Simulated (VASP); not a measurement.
# Sb (Fm-3m) in VASP: notebook

Sb is run at these levels: PBEsol; tasks: single point, relaxation of cell and atoms.

Everything below comes from runs of VASP 6.6.1. Logs are shortened: lines on timing, memory, paths and dates and some standing lists are left out, and cuts for length are marked.

## 1. The cell of the first run

The structure is cubic, space group Fm-3m (No. 225). Conventional cell: a = 4.835 Å, b = 4.835 Å, c = 4.835 Å, α = 90.00°, β = 90.00°, γ = 90.00°. Within 4.5 Å of Sb (site symmetry m-3m) lie 12 Sb at 3.42 Å.

## 2. Single point, PBEsol (volume scaled by 1.08)

Input file INCAR:

```
ALGO = Normal ; EDIFF = 1E-6
ENCUT = 520 ; GGA = PS
ISIF = 2 ; ISMEAR = -1
LASPH = T ; LCHARG = T
LELF = T ; LREAL = F
LVHAR = T ; LWAVE = F
NBANDS = 8 ; NELM = 60
PREC = Accurate ; SIGMA = 0.1
```

Input file KPOINTS:

```
k-points
0
Gamma
  13 13 13
```

Input file POSCAR:

```
Sb
1.0
    0.0000000000      2.4174822598      2.4174822598
    2.4174822598      0.0000000000      2.4174822598
    2.4174822598      2.4174822598      0.0000000000
Sb
1
Direct
    0.0000000000      0.0000000000      0.0000000000
```

Potentials or basis: VASP PAW PBE potentials, release 64 (Sb).

Run with:

```
$ cat potpaw_PBE.64/Sb/POTCAR > POTCAR
$ mpirun -np 1 vasp_std > vasp.out
```

OUTCAR:

```text
EDIFF = 1E-6
   ENCUT = 520
   GGA = PS
   ISIF = 2
   ISMEAR = -1
   LASPH = T
   LREAL = F
   NELM = 60
   PREC = Accurate

 ion  position               nearest neighbor table
   1  0.000  0.000  0.000-

  LATTYP: Found a face centered cubic cell.
 ALAT       =     4.8349645196

  Lattice vectors:

 A1 = (   0.0000000000,   2.4174822598,   2.4174822598)
 A2 = (   2.4174822598,   0.0000000000,   2.4174822598)
 A3 = (   2.4174822598,   2.4174822598,   0.0000000000)

Analysis of symmetry for initial positions (statically):
=====================================================================
 Subroutine PRICEL returns:
 Original cell was already a primitive cell.

 Routine SETGRP: Setting up the symmetry group for a
 face centered cubic supercell.

 Subroutine GETGRP returns: Found 48 space group operations
 (whereof 48 operations were pure point group operations)
 out of a pool of 48 trial point group operations.

The static configuration has the point symmetry O_h .

Analysis of symmetry for dynamics (positions and initial velocities):
=====================================================================
 Subroutine PRICEL returns:
 Original cell was already a primitive cell.

 Routine SETGRP: Setting up the symmetry group for a
 face centered cubic supercell.

 Subroutine GETGRP returns: Found 48 space group operations
 (whereof 48 operations were pure point group operations)
 out of a pool of 48 trial point group operations.

The dynamic configuration has the point symmetry O_h .

 Subroutine INISYM returns: Found 48 space group operations
 (whereof 48 operations are pure point group operations),
 and found     1 'primitive' translations

----------------------------------------------------------------------------------------

                                     Primitive cell

  volume of cell :      28.2566

  direct lattice vectors                    reciprocal lattice vectors
     0.000000000  2.417482260  2.417482260    -0.206826750  0.206826750  0.206826750
     2.417482260  0.000000000  2.417482260     0.206826750 -0.206826750  0.206826750
     2.417482260  2.417482260  0.000000000     0.206826750  0.206826750 -0.206826750

  length of vectors
     3.418836199  3.418836199  3.418836199     0.358234440  0.358234440  0.358234440

  position of ions in fractional coordinates (direct lattice)
     0.000000000  0.000000000  0.000000000

  ion indices of the primitive-cell ions
   primitive index   ion index
                 1           1

----------------------------------------------------------------------------------------

 KPOINTS: k-points

Automatic generation of k-mesh.
 Grid dimensions read from file:
 generate k-points for:   13   13   13

 Generating k-lattice:

  Cartesian coordinates                     Fractional coordinates (reciprocal lattice)
    -0.015909750  0.015909750  0.015909750     0.076923077  0.000000000  0.000000000
     0.015909750 -0.015909750  0.015909750     0.000000000  0.076923077  0.000000000
     0.015909750  0.015909750 -0.015909750     0.000000000  0.000000000  0.076923077

  Length of vectors
     0.027556495  0.027556495  0.027556495

  Shift w.r.t. Gamma in fractional coordinates (k-lattice)
     0.000000000  0.000000000  0.000000000

 Subroutine IBZKPT returns following result:
 ===========================================

 Found     84 irreducible k-points:

 Following reciprocal coordinates:
            Coordinates               Weight
  0.000000  0.000000  0.000000      1.000000
  0.076923  0.000000  0.000000      8.000000
  0.153846  0.000000  0.000000      8.000000
  0.230769  0.000000  0.000000      8.000000
  0.307692  0.000000  0.000000      8.000000
  0.384615  0.000000  0.000000      8.000000
[... 16 lines left out ...]
  0.384615  0.153846  0.000000     24.000000
  0.461538  0.153846  0.000000     24.000000
 [... further k-points ...]
   k-points           NKPTS =     84   k-points in BZ     NKDIM =     84   number of bands    NBANDS=      8
   number of dos      NEDOS =    301   number of ions     NIONS =      1
   total plane-waves  NPLWV =  21952
   dimension x,y,z NGX =    28 NGY =   28 NGZ =   28
   dimension x,y,z NGXF=    56 NGYF=   56 NGZF=   56
   ions per type =               1
   NGX,Y,Z   is equivalent  to a cutoff of  13.62, 13.62, 13.62 a.u.
   NGXF,Y,Z  is equivalent  to a cutoff of  27.23, 27.23, 27.23 a.u.
 SYSTEM =  unknown system
   PREC   = accura    normal or accurate (medium, high low for compatibility)
   ISTART =      0    job   : 0-new  1-cont  2-samecut
   ICHARG =      2    charge: 1-file 2-atom 10-const
   ISPIN  =      1    spin polarized calculation?
   LNONCOLLINEAR =      F non collinear calculations
   LSORBIT =      F    spin-orbit coupling
   LASPH  =      T    aspherical Exc in radial PAW
   ENCUT  =  520.0 eV  38.22 Ry    6.18 a.u.   6.36  6.36  6.36*2*pi/ulx,y,z
   NELM   =     60;   NELMIN=  2; NELMDL= -5     # of ELM steps
   EDIFF  = 0.1E-05   stopping-criterion for ELM
   LREAL  =      F    real-space projection
   EDIFFG = 0.1E-04   stopping-criterion for IOM
   NSW    =      0    number of steps for IOM
   IBRION =     -1    ionic relax: 0-MD 1-quasi-New 2-CG
   NFREE  =      0    steps in history (QN), initial steepest desc. (CG)
   ISIF   =      2    stress and relaxation
   ISYM   =      2    0-nonsym 1-usesym 2-fastsym
   POTIM  = 0.5000    time-step for ionic-motion
   TEBEG  =    0.0;   TEEND  =   0.0 temperature during run
   PSTRESS=    0.0 pullay stress
   NELECT =       5.0000    total number of electrons
   NUPDOWN=      -1.0000    fix difference up-down
   EMIN   =  10.00;   EMAX   =-10.00  energy-range for DOS
   EFERMI =   0.00;   METHOD = LEGACY
   ISMEAR =    -1;   SIGMA  =   0.10  broadening in eV -4-tet -1-fermi 0-gaus
   EFERMI_NEDOS =   21; number of points for ismear=-14 and -15
   IALGO  =     38    algorithm
   IMIX   =      4    mixing-type and parameters
     AMIX     =   0.40;   BMIX     =  1.00
     AMIX_MAG =   1.60;   BMIX_MAG =  1.00
  volume/ion in A,a.u.               =      28.26       190.68
  Fermi-wavevector in a.u.,A,eV,Ry     =   0.919090  1.736829 11.493209  0.844727
  Thomas-Fermi vector in A             =   2.044245
   LORBIT       =      0    0 simple, 1 ext, 2 COOP (PROOUT), +10 PAW based schemes
   GGA     = PS    functional components
   LHFCALC =     F    Hartree Fock is set to
   AEXX    =    0.0000 exact exchange contribution
   IVDW    =     0    specifies the selected vdW correction
   LEPSILON=     F    determine dielectric tensor
   LRPA    =     F    only Hartree local field effects (RPA)
 non-spin polarized calculation
  energy-cutoff  :      520.00
  volume of cell :       28.26
 maximum number of plane-waves:       772
 NGX is ok and might be reduce to    28
   NGX = 13   NGY = 13   NGZ = 13

 number of electron       5.0000000 magnetization

 Free energy of the ion-electron system (eV)
  ---------------------------------------------------
  ext. energy  EPLUGINS =         0.00000000
  ---------------------------------------------------
  free energy    TOTEN  =        -4.27422644 eV

  energy without entropy =       -4.24814218  energy(sigma->0) =       -4.26118431

 E-fermi :   7.7386     XC(G=0): -10.1271

 val. band max:        7.7273087871   @ k =   0.4615   0.2308   0.0000
 cond. band min:       7.7593624558   @ k =  -0.3846   0.4615   0.0769
 fundamental gap:      0.0320536687
 Fermi energy:         7.7386065705

 k-point     1 :       0.0000    0.0000    0.0000
  band No.  band energies     occupation
      1      -4.8077      2.00000
      2      12.7323      0.00000
      3      12.7323      0.00000
      4      12.7323      0.00000
      5      17.5938      0.00000
      6      17.5938      0.00000
      7      17.5938      0.00000
      8      18.0091      0.00000

 k-point     2 :       0.0769    0.0000    0.0000
  band No.  band energies     occupation
      1      -4.6960      2.00000
      2      11.7132      0.00000
      3      12.5935      0.00000
      4      12.5935      0.00000
      5      16.7780      0.00000
      6      17.8275      0.00000
      7      17.8275      0.00000
      8      19.2871      0.00000

 k-point     3 :       0.1538    0.0000    0.0000
  band No.  band energies     occupation
      1      -4.3628      2.00000
      2       9.6634      0.00000
      3      12.2619      0.00000
      4      12.2619      0.00000
      5      16.2215      0.00000
      6      18.2814      0.00000
      7      18.2814      0.00000
      8      20.1369      0.00000

 k-point     4 :       0.2308    0.0000    0.0000
  band No.  band energies     occupation
      1      -3.8156      2.00000
      2       7.4718      1.87026
      3      11.8810      0.00000
      4      11.8810      0.00000
      5      15.8676      0.00000
      6      18.1156      0.00000
      7      18.1156      0.00000
      8      19.4891      0.00000

 k-point     5 :       0.3077    0.0000    0.0000
  band No.  band energies     occupation
      1      -3.0751      2.00000
      2       5.4159      2.00000
      3      11.5462      0.00000
      4      11.5462      0.00000
      5      15.6779      0.00000
      6      17.5227      0.00000
      7      17.5227      0.00000
      8      18.5572      0.00000
[... 177 lines left out ...]
 k-point    22 :       0.3077    0.1538    0.0000
  band No.  band energies     occupation
      1      -3.1993      2.00000
      2       6.9689      1.99909
      3      10.2306      0.00000
      4      10.3356      0.00000
      5      14.7395      0.00000
      6      16.4371      0.00000
      7      19.6964      0.00000
      8      19.9572      0.00000

 k-point    23 :       0.3846    0.1538    0.0000
  band No.  band energies     occupation
      1      -2.4138      2.00000
      2       5.0852      2.00000
      3       9.6983      0.00000
      4      10.0639      0.00000
      5      14.4176      0.00000
      6      17.5020      0.00000
      7      19.2567      0.00000
      8      19.6596      0.00000

 k-point    24 :       0.4615    0.1538    0.0000
  band No.  band energies     occupation
      1      -1.5559      2.00000
      2       3.5160      2.00000
      3       9.1161      0.00000
      4      10.0970      0.00000
      5      14.3100      0.00000
      6      18.0620      0.00000
      7      18.6422      0.00000
      8      20.4379      0.00000

 [... further k-points ...]
[... 5 lines left out ...]
  --------------------------------------------------------------------------------------
  -------------------------------------------------------------------------------------
  Total       -0.7567941     -0.7567941     -0.7567941      0.0000000      0.0000000     -0.0000000
  in kB      -42.9109788    -42.9109788    -42.9109788      0.0000000      0.0000000     -0.0000000
  external PRESSURE =     -42.9109788 kB  Pullay stress =       0.0000000 kB

 VOLUME and BASIS-vectors are now :
 -----------------------------------------------------------------------------
  energy-cutoff  :      520.00
  volume of cell :       28.26
      direct lattice vectors                 reciprocal lattice vectors
     0.000000000  2.417482260  2.417482260    -0.206826750  0.206826750  0.206826750
     2.417482260  0.000000000  2.417482260     0.206826750 -0.206826750  0.206826750
     2.417482260  2.417482260  0.000000000     0.206826750  0.206826750 -0.206826750

 POSITION                                       TOTAL-FORCE (eV/Angst)
 -----------------------------------------------------------------------------------
      0.00000      0.00000      0.00000        -0.000000      0.000000      0.000000
 -----------------------------------------------------------------------------------
    total drift:                                0.000000      0.000000      0.000000

  FREE ENERGIE OF THE ION-ELECTRON SYSTEM (eV)
  ---------------------------------------------------
  free  energy   TOTEN  =        -4.2742264424 eV

  energy  without entropy=       -4.2481421785  energy(sigma->0) =       -4.26118431
```

It took 24 s on 1 thread of Intel Xeon 8259CL, shared host; peak memory 0.16 GiB.

What came out:

* Free energy: -4.2742 eV
* Pressure: -4.3 GPa

Caveat: the cell differs from its parent crystal (volume scaled by 1.08); the PAW data sets were made with another functional, which shifts forces and pressure a little; spin-orbit coupling is left out, which moves the levels of the heavy elements.

## 3. Single point, PBEsol (volume scaled by 1.12)

Input file INCAR:

```
SYSTEM = Sb
ALGO = Normal
EDIFF = 1E-6
ENCUT = 520
GGA = PS
ISIF = 2
ISMEAR = -1
LASPH = .TRUE.
LCHARG = .TRUE.
LELF = .TRUE.
LREAL = .FALSE.
LVHAR = .TRUE.
LWAVE = .FALSE.
NBANDS = 8
NELM = 100
PREC = Accurate
SIGMA = 0.1
```

Input file KPOINTS:

```
k-points
0
G
  13 13 13
  0 0 0
```

Input file POSCAR:

```
Sb
1.0
    0.0000000000      2.4469666566      2.4469666566
    2.4469666566      0.0000000000      2.4469666566
    2.4469666566      2.4469666566      0.0000000000
Sb
1
Direct
    0.0000000000      0.0000000000      0.0000000000
```

Potentials or basis: VASP PAW PBE potentials, release 64 (Sb).

Run with:

```
$ cat potpaw_PBE.64/Sb/POTCAR > POTCAR
$ mpirun -np 1 vasp_std > vasp.out
```

Run time: 28 s. Hardware: 1 thread of Intel Xeon 8259CL, shared host; peak memory 0.16 GiB.

Results (log left out):

| Quantity | Value |
| --- | --- |
| Free energy | -4.2410 eV |
| Pressure | -5.8 GPa |

Levels at points of the mesh, in eV from the Fermi level:
| k point | band 1 | band 2 | band 3 | band 4 | band 5 | band 6 | band 7 |
| --- | --- | --- | --- | --- | --- | --- | --- |
| (0.00, 0.00, 0.00) | -12.28 | 4.74 | 4.74 | 4.74 | 9.74 | 9.74 | 9.74 |

Caveat: the cell differs from its parent crystal (volume scaled by 1.12); the PAW data sets were made with another functional, which shifts forces and pressure a little; spin-orbit coupling is left out, which moves the levels of the heavy elements.

## 4. Relaxation of cell and atoms, PBEsol

This run uses another cell than the first one, of 27.18 Å³/atom, 0.962 times its volume.

Input file INCAR:

```
  PREC = Accurate
  ENCUT = 600
  EDIFF = 1E-6
  ISMEAR = -1
  SIGMA = 0.1
  LREAL = False
  LASPH = True
  NELM = 60
  ALGO = Normal
  ISIF = 3
  LWAVE = False
  LCHARG = False
  GGA = PS
  IBRION = 2
  NSW = 80
  EDIFFG = -0.01
```

Input file KPOINTS:

```
regular mesh
0
Gamma
  11 11 11
```

Input file POSCAR:

```
Sb
1.0
    0.0000000000      2.3864604735      2.3864604735
    2.3864604735      0.0000000000      2.3864604735
    2.3864604735      2.3864604735      0.0000000000
Sb
1
Direct
    0.0000000000      0.0000000000      0.0000000000
```

Run with:

```
$ cat potpaw_PBE.64/Sb/POTCAR > POTCAR
$ mpirun -np 1 vasp_std > vasp.out
```

Run time: 38 s. Hardware: 1 thread of Intel Xeon 8259CL, shared host; peak memory 0.16 GiB.

The run converged. Its results:

* Free energy: -4.3078 eV
* Relaxed volume: 26.16 Å³/atom
* Relaxed cell: a = 3.332 Å, b = 3.332 Å, c = 3.332 Å, α = 60.00°, β = 60.00°, γ = 60.00°
* Space group after relaxing (to 0.05 Å): Fm-3m (No. 225)
* Energy gained by relaxing: 8.1 meV/atom
* Ionic steps: 3
* Pressure after relaxing: 0.0 GPa

Step by step:
```
step  energy change (eV)  largest force (eV/Å)  pressure (GPa)  volume (Å³)
   1              0.0000                0.0000           -2.45        27.18
   2             -0.0052                0.0000            1.65        25.58
   3             -0.0081                0.0000            0.00        26.16
```

Final structure:
```yaml
crystal:
  lattice:
    - [0.00000, 2.35621, 2.35621]
    - [2.35621, 0.00000, 2.35621]
    - [2.35621, 2.35621, 0.00000]
  atoms:
    - { symbol: Sb, position: [0.00000, 0.00000, 0.00000] }
```

Levels at points of the mesh, in eV from the Fermi level:
```tsv
k point	band 1	band 2	band 3	band 4	band 5	band 6
(0.00, 0.00, 0.00)	-13.14	5.55	5.55	5.55	10.11	10.11
```

Caveat: the PAW data sets were made with another functional, which shifts forces and pressure a little; spin-orbit coupling is left out, which moves the levels of the heavy elements.

## 5. Single point, PBEsol

This run uses another cell than the first one, of 26.16 Å³/atom, 0.926 times its volume.

Input file INCAR:

```
  PREC = Accurate
  ENCUT = 520
  EDIFF = 1E-6
  ISMEAR = -1
  SIGMA = 0.1
  LREAL = F
  LASPH = T
  NELM = 100
  ALGO = Normal
  ISIF = 2
  LWAVE = F
  LCHARG = F
  GGA = PS
  NBANDS = 8
```

Input file KPOINTS:

```
regular mesh
0
Gamma
  19 19 19
```

Input file POSCAR:

```
Sb
1.0
    0.0000000000      2.3562536699      2.3562536699
    2.3562536699      0.0000000000      2.3562536699
    2.3562536699      2.3562536699      0.0000000000
Sb
1
Direct
    0.0000000000      0.0000000000      0.0000000000
```

Run with:

```
$ cat potpaw_PBE.64/Sb/POTCAR > POTCAR
$ mpirun -np 1 vasp_std > vasp.out
```

It took 71 s on 1 thread of Intel Xeon 8259CL, shared host; peak memory 0.18 GiB.

Results (log left out):

- Free energy: -4.3081 eV
- Pressure: 0.0 GPa

Levels at points of the mesh, in eV from the Fermi level:
```
           k point  band 1  band 2  band 3  band 4  band 5  band 6
(0.00, 0.00, 0.00)  -13.18    5.51    5.51    5.51   10.07   10.07
```

Caveat: the PAW data sets were made with another functional, which shifts forces and pressure a little; spin-orbit coupling is left out, which moves the levels of the heavy elements.

## 6. Overview

```csv
task,cell,k mesh,cutoff (eV),gap on the mesh (eV),pressure (GPa)
single point,"a = 3.419 Å, angles 60.0°, 1 atom",13 × 13 × 13,520,none,-4.3
single point,"a = 3.461 Å, angles 60.0°, 1 atom",13 × 13 × 13,520,none,-5.8
relaxation of cell and atoms,"relaxed from a = 3.375 Å, angles 60.0°, 1 atom",11 × 11 × 11,600,none,0.0
single point,"a = 3.332 Å, angles 60.0°, 1 atom",19 × 19 × 19,520,none,0.0
```

Alike in all rows: level PBEsol; potentials or basis VASP PAW PBE potentials, release 64 (Sb); no spin polarisation; smearing fermi-dirac 0.1 eV.

Caveats: the PAW data sets were made with another functional, which shifts forces and pressure a little; spin-orbit coupling is left out, which moves the levels of the heavy elements.

Total energies depend on the potentials used, so only differences within one code and one set of settings carry meaning.
